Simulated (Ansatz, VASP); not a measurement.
# O: VASP beside Ansatz

The input INCAR:

```
ALGO     = Normal         # electronic algorithm
EDIFF    = 1E-6           # SCF threshold, eV
ENCUT    = 520            # plane-wave cutoff, eV
GGA      = PS             # functional
ISIF     = 2              # what is computed and relaxed
ISMEAR   = -1             # smearing method
LASPH    = T              # aspherical terms in the spheres
LCHARG   = F              # write CHGCAR
LREAL    = F              # projectors in reciprocal space
LWAVE    = F              # write WAVECAR
NBANDS   = 20             # bands
NELM     = 80             # most SCF steps
PREC     = Accurate       # precision mode
SIGMA    = 0.03           # smearing width, eV
```

Contents of KPOINTS:

```
k-points
0
Gamma
  13 13 5
```

File POSCAR:

```
O
1.0
    2.5947007686      0.0000000000      0.0000000000
   -1.2973503843      2.2470767808      0.0000000000
    0.0000000000      0.0000000000      6.6615230801
O
4
Direct
    0.3333333333      0.6666666667      0.1610000000
    0.6666666667      0.3333333333      0.6610000000
    0.3333333333      0.6666666667      0.3390000000
    0.6666666667      0.3333333333      0.8390000000
```

Input for Ansatz:

```yaml
crystal:
  lattice:
    - [2.5947007686, 0.0, 0.0]
    - [-1.2973503843, 2.2470767808, 0.0]
    - [0.0, 0.0, 6.6615230801]
  atoms:
    - { symbol: O, position: [0.3333333333, 0.6666666667, 0.161] }
    - { symbol: O, position: [0.6666666667, 0.3333333333, 0.661] }
    - { symbol: O, position: [0.3333333333, 0.6666666667, 0.339] }
    - { symbol: O, position: [0.6666666667, 0.3333333333, 0.839] }
kpoints:
  mp_grid: { grid: [13, 13, 5] }
  band_path:
    path:
      - [0.0, 0.0, 0.0]
      - [0.5, 0.0, 0.0]
      - [0.3333333333, 0.3333333333, 0.0]
      - [0.0, 0.0, 0.0]
      - [0.0, 0.0, 0.5]
      - [0.5, 0.0, 0.5]
      - [0.3333333333, 0.3333333333, 0.5]
      - [0.0, 0.0, 0.5]
      - [0.5, 0.0, 0.5]
    npoints: 5
scf:
  occupations: { method: fermi_dirac, width: 0.03 }
hamiltonian:
  xc: pbesol
  pseudopotentials: { kind: all_electron, lapw: { basis_error: 0.001 } }
output:
  forces: true
  stress: true
  eigenvalues: true
```

Change from the starting cell: volume scaled by 1.04.

Alike in both runs: task single point; functional PBEsol; k mesh 13 × 13 × 5; occupations fermi-dirac, width 0.03 eV; no spin polarisation.

```csv
,VASP,Ansatz
version,VASP 6.6.1,Ansatz 0.2.0
potentials or method,"VASP PAW PBE potentials, release 64 (O), cutoff 520 eV","all-electron LAPW, scalar-relativistic"
```

VASP gave:

| Property | Result |
| --- | --- |
| pressure (GPa) | 9.7 |
| traceless stress, the component that is largest in VASP (GPa) | 32.97 |
| rms of the force components (eV/Å) | 1.776 |

**Question.** Which values does Ansatz return?

**Answer.** Pressure (GPa): 5.0; traceless stress, the component that is largest in VASP (GPa): 22.51; rms of the force components (eV/Å): 0.836.

VASP's potentials were made for PBE, not for PBEsol. Atom by atom the forces differ by 0.940 eV/Å (rms over components). Ansatz ran all-electron here, and VASP with PAW potentials.

Noted on VASP's run: the standard files for N, O and F lose accuracy on very short bonds; spin is off for a triplet molecule.
